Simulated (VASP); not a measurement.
CdTe, 2 atoms in the cell. The structure is tetragonal, space group I-4m2 (No. 119). The conventional cell has a = 4.354 Å, b = 4.354 Å, c = 6.947 Å, α = 90.00°, β = 90.00°, γ = 90.00°. Cd (site symmetry -4m2) has 4 Te at 2.78 Å within 3.7 Å. Within 3.7 Å of Te (site symmetry -4m2) lie 4 Cd at 2.78 Å. 

| Item | Value |
| --- | --- |
| Program | VASP 6.6.1 |
| Task | single point |
| Functional | LDA |
| Potentials or basis | VASP PAW LDA potentials, release 64 (Cd, Te) |
| Cutoff | 520 eV |
| k mesh | 8 × 8 × 8 |
| Occupations | gaussian, width 0.05 eV |
| Spin | no spin polarisation |
| Dipole correction | no |
| Further INCAR settings | ALGO = Normal; EDIFF = 1e-06; NBANDS = 16 |

Potentials or basis: VASP PAW LDA potentials, release 64 (Cd, Te).

Launch:

```console
$ cat potpaw_LDA.64/Cd/POTCAR potpaw_LDA.64/Te/POTCAR > POTCAR
$ mpirun -np 1 vasp_std > vasp.out
```

Hardware: 1 thread of Intel(R) Xeon(R) Platinum 8559C (Emerald Rapids) (shared host).

**Question.** How long does it take, and how much memory?

**Answer.** Wall time 36 s on 1 thread of Intel(R) Xeon(R) Platinum 8559C (Emerald Rapids), with other jobs on the host, peak memory 0.21 GiB. Counts: scf iterations 12, k points 59.
